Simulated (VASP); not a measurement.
Input of a VASP 6.6.1 run:

Contents of POSCAR:

```
PbS
1.0
    2.0799530000     -5.9912970000      0.0000000000
    2.0799530000      5.9912970000      0.0000000000
    0.0000000000      0.0000000000      4.2793210000
Pb S
2 2
Direct
    0.8694370000      0.1305630000      0.7500000000
    0.1305630000      0.8694370000      0.2500000000
    0.6452030000      0.3547970000      0.7500000000
    0.3547970000      0.6452030000      0.2500000000
```

INCAR.step1

```
SYSTEM = PbS
ALGO = Normal ; EDIFF = 1E-4
ENCUT = 520 ; GGA = PE
ISMEAR = 1 ; LASPH = .TRUE.
LCHARG = .FALSE. ; LREAL = .FALSE.
LWAVE = .TRUE. ; NBANDS = 28
NELM = 60 ; PREC = Accurate
SIGMA = 0.01
```

The input INCAR.step2:

```
SYSTEM = PbS
ALGO = Normal ; EDIFF = 1E-6
ENCUT = 520 ; ISIF = 2
ISMEAR = 1 ; ISTART = 1
LASPH = .TRUE. ; LCHARG = .FALSE.
LMIXTAU = .TRUE. ; LREAL = .FALSE.
LWAVE = .FALSE. ; METAGGA = R2SCAN
NBANDS = 28 ; NELM = 60
PREC = Accurate ; SIGMA = 0.01
```

File KPOINTS:

```
k-points
0
G
  3 3 3
  0 0 0
```

Potentials or basis: VASP PAW PBE potentials, release 64 (Pb_d, S).

The run is started by

```console
$ cat potpaw_PBE.64/Pb_d/POTCAR potpaw_PBE.64/S/POTCAR > POTCAR
$ cp INCAR.step1 INCAR
$ mpirun -np 1 vasp_std > vasp.out
$ cp INCAR.step2 INCAR
$ mpirun -np 1 vasp_std > vasp.out
```

Task: Estimate the band gap on the k mesh.

Result: 2.07 eV (least direct gap 2.10 eV).

Task: What does it give for the pressure?

Result: -0.1 GPa.

Task: Estimate the largest force.

Result: 0.147 eV/Å.

Stress tensor (GPa, compression positive):
```
-0.48  0.00  0.00
 0.00  0.62  0.00
 0.00  0.00 -0.39
```

Caveat: the k points lie up to 0.53 Å⁻¹ apart; the PAW data sets were made with another functional, which shifts forces and pressure a little; spin-orbit coupling is left out, which moves the levels of the heavy elements; an odd mesh through Γ misses points on the zone boundary, where band edges can lie.
